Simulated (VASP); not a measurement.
# CsH: single point with r2SCAN

The system is CsH.

```xyz
2
Lattice="0.1395 3.1880 3.1880 3.3275 0.0000 3.3275 3.1880 3.1880 0.1395" Properties=species:S:1:pos:R:3 pbc="T T T"
Cs    0.0000    0.0000    0.0000
H     3.3275    3.1880    3.3275
```

This cell differs from its parent crystal: strain +0.0875 x Voigt [0, 0, 0, 0, 1, 0].

| Quantity | Value |
| --- | --- |
| Program | VASP 6.6.1 |
| Task | single point |
| Functional | r2SCAN |
| Potentials or basis | VASP PAW PBE potentials, release 64 (Cs_sv, H) |
| Cutoff | 520 eV |
| k mesh | 6 × 6 × 6 |
| Occupations | gaussian, width 0.05 eV |
| Spin | no spin polarisation |
| Dipole correction | no |
| Further INCAR settings | ALGO = Normal; EDIFF = 1e-06; NBANDS = 12 |

The pressure is 0.0 GPa and the band gap on the k mesh is 2.64 eV (least direct gap 2.64 eV).

Stress tensor (GPa, compression positive):
```
 0.05  0.00 -0.42
 0.00  0.00  0.00
-0.42  0.00  0.05
```

Levels at points of the mesh, in eV from the valence-band top:
| k point | band 2 | band 3 | band 4 | band 5 | band 6 | band 7 | band 8 | band 9 |
| --- | --- | --- | --- | --- | --- | --- | --- | --- |
| (0.00, 0.00, 0.00) | -8.21 | -8.20 | -8.16 | -1.68 | 5.28 | 5.49 | 6.09 | 6.46 |
| (0.50, 0.00, 0.00) | -9.09 | -8.33 | -8.30 | 0.00 | 2.64 | 4.85 | 5.39 | 7.82 |
| (0.00, 0.50, 0.00) | -9.00 | -8.26 | -8.25 | -0.05 | 2.64 | 5.06 | 5.66 | 7.80 |
| (0.50, 0.50, 0.00) | -8.95 | -8.46 | -8.45 | -1.16 | 3.47 | 6.05 | 8.44 | 8.90 |
| (0.50, 0.00, 0.50) | -8.90 | -8.52 | -8.39 | -1.18 | 3.48 | 6.06 | 8.56 | 8.64 |

Wall time 2.1 min on 1 thread of AMD EPYC 7R13 Processor (Zen 3), with other jobs on the host, peak memory 0.2 GiB.

Caveat: the cell differs from its parent crystal (strain +0.0875 x Voigt [0, 0, 0, 0, 1, 0]); the PAW data sets were made with another functional, which shifts forces and pressure a little; spin-orbit coupling is left out, which moves the levels of the heavy elements. A k mesh can miss the band edges.
